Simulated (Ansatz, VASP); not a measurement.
Two plane-wave programs on TeOs

```xyz
2
Lattice="3.3300 0.0000 0.0000 0.0000 3.3300 0.0000 0.0000 0.0000 3.3300" Properties=species:S:1:pos:R:3 pbc="T T T"
Te    0.0000    0.0000    0.0000
Os    1.6650    1.6650    1.6650
```

Alike in both runs: functional PBE; k mesh 6 × 6 × 6; occupations gaussian, width 0.1 eV; no spin polarisation.

Ansatz relaxed the structure, and its values are those at the end. VASP's run is a single point on that final structure, the one shown.

```csv
,VASP,Ansatz
version,VASP 6.6.1,Ansatz 0.2.0
potentials or method,"VASP PAW PBE potentials, release 64 (Te, Os), cutoff 520 eV","scalar-relativistic, plane waves, PAW"
valence electrons in the cell,14,32
```

Ansatz gave:

* gap on the k mesh at the Fermi level (eV): none
* pressure (GPa): 0.0

Task: Estimate VASP's values.

Result: gap on the k mesh at the Fermi level (eV): none; pressure (GPa): -0.1.

A gap of «none» marks a metal or a gap that the smearing closes. The functional is the same, so the differences come from potentials, cutoffs and numerics. VASP's potentials hold 14 valence electrons a cell and Ansatz's 32, so a difference there can come from the potentials and not from the codes.

Neither program's run includes spin-orbit coupling.
